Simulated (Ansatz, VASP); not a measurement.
**One calculation of As, two programs**

```
CELL_PARAMETERS angstrom
4.56640 0.00000 0.00000
-2.28320 3.95462 0.00000
0.00000 0.00000 2.83374
ATOMIC_POSITIONS crystal
As 0.33333 0.66667 0.00000
As 0.66667 0.33333 0.00000
```

Alike in both runs: task single point; functional PBE-based screened hybrid; k mesh 4 × 4 × 5; occupations fermi-dirac, width 0.05 eV; no spin polarisation.

|  | VASP | Ansatz |
| --- | --- | --- |
| version | VASP 6.6.1 | Ansatz 0.2.0 |
| potentials or method | VASP PAW PBE potentials, release 64 (As) | Ansatz PAW |
| plane-wave cutoff (eV) | 520 | 420 |
| valence electrons in the cell | 10 | 30 |

```tsv
	VASP	Ansatz	Ansatz less VASP
gap on the k mesh at the Fermi level (eV)	none	none	-
pressure (GPa)	-5.9	-5.1	+0.85
traceless stress, the component that is largest in VASP (GPa)	5.51	5.55	+0.044
```

VASP's potentials were made for PBE, not for PBE-based screened hybrid. A gap of «none» marks a metal or a gap that the smearing closes. With one functional, cell and mesh, what is left measures potentials, basis and numerics. VASP's potentials hold 10 valence electrons a cell and Ansatz's 30, so a difference there can come from the potentials and not from the codes.

The k mesh is coarse, so the values compare programs but aren't converged.
